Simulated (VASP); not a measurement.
# Ir: single point with PBEsol-based screened hybrid with 25 % exact exchange

Ir:

```xyz
2
Lattice="2.7514 0.0000 0.0000 -1.3757 2.3828 0.0000 0.0000 0.0000 4.4623" Properties=species:S:1:pos:R:3 pbc="T T T"
Ir    0.0000    1.5885    1.1156
Ir    1.3757    0.7943    3.3467
```

This isn't the form of Ir at room conditions, which is fcc.

| Quantity | Value |
| --- | --- |
| Program | VASP 6.6.1 |
| Task | single point |
| Functional | PBEsol-based screened hybrid with 25 % exact exchange |
| Potentials or basis | VASP PAW PBE potentials, release 64 (Ir) |
| Cutoff | 520 eV |
| k mesh | 6 × 6 × 3 |
| Occupations | fermi-dirac, width 0.05 eV |
| Spin | no spin polarisation |

```
Pressure               : -18.8 GPa
Band gap on the k mesh : zero (bands 9 and 10 overlap by 3.80 eV)
```

Stress tensor (GPa, compression positive):
```
-13.88   0.00   0.00
  0.00 -13.88   0.00
  0.00   0.00 -28.55
```

Levels at points of the mesh, in eV from the Fermi level:
```csv
k point,band 6,band 7,band 8,band 9,band 10,band 11,band 12,band 13,band 14,band 15
"(0.00, 0.00, 0.00)",-3.44,-3.44,-2.63,-2.63,-0.73,0.67,0.67,7.99,15.66,17.86
"(0.50, 0.00, 0.00)",-3.51,-3.18,0.97,1.29,1.41,3.45,5.09,9.28,11.23,12.36
```

Wall time 8.5 min on 1 thread of Intel(R) Xeon(R) 6975P-C (Granite Rapids), with other jobs on the host, peak memory 0.25 GiB.

Caveat: the k points lie up to 0.47 Å⁻¹ apart, too coarse for converged energies and pressures of a metal; the PAW data sets were made with another functional, which shifts forces and pressure a little; spin-orbit coupling is left out, which moves the levels of the heavy elements.
